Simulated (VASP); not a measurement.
Crystal: Na.

```
CELL_PARAMETERS angstrom
-2.09491 2.09491 2.09491
2.09491 -2.09491 2.09491
2.09491 2.09491 -2.09491
ATOMIC_POSITIONS crystal
Na 0.00000 0.00000 0.00000
```

| Item | Value |
| --- | --- |
| Program | VASP 6.6.1 |
| Task | relaxation of cell and atoms |
| Functional | PBE |
| Dispersion | D3(BJ) |
| Potentials or basis | VASP PAW PBE potentials, release 64 (Na_pv) |
| Cutoff | 600 eV |
| k mesh | 14 × 14 × 14 |
| Occupations | gaussian, width 0.1 eV |
| Spin | no spin polarisation |

At the start: pressure -0.6 GPa; volume 36.78 Å³/atom.

**Question.** How do energy, volume and symmetry change on relaxing?

**Answer.** Over 3 steps the energy falls by 5.7 meV/atom and the volume is 33.88 Å³/atom (-7.9 %); space group Im-3m (No. 229, to 0.1 Å) before and after.

The path:
| step | energy change (eV) | largest force (eV/Å) | pressure (GPa) | volume (Å³) |
| --- | --- | --- | --- | --- |
| 1 | 0.0000 | 0.0000 | -0.61 | 36.78 |
| 2 | -0.0025 | 0.0000 | -0.48 | 36.04 |
| 3 | -0.0057 | 0.0000 | 0.00 | 33.88 |

Final structure:
```
Na
1.0
    -2.03839    2.03839    2.03839
     2.03839   -2.03839    2.03839
     2.03839    2.03839   -2.03839
Na
1
Direct
  0.00000 0.00000 0.00000
```
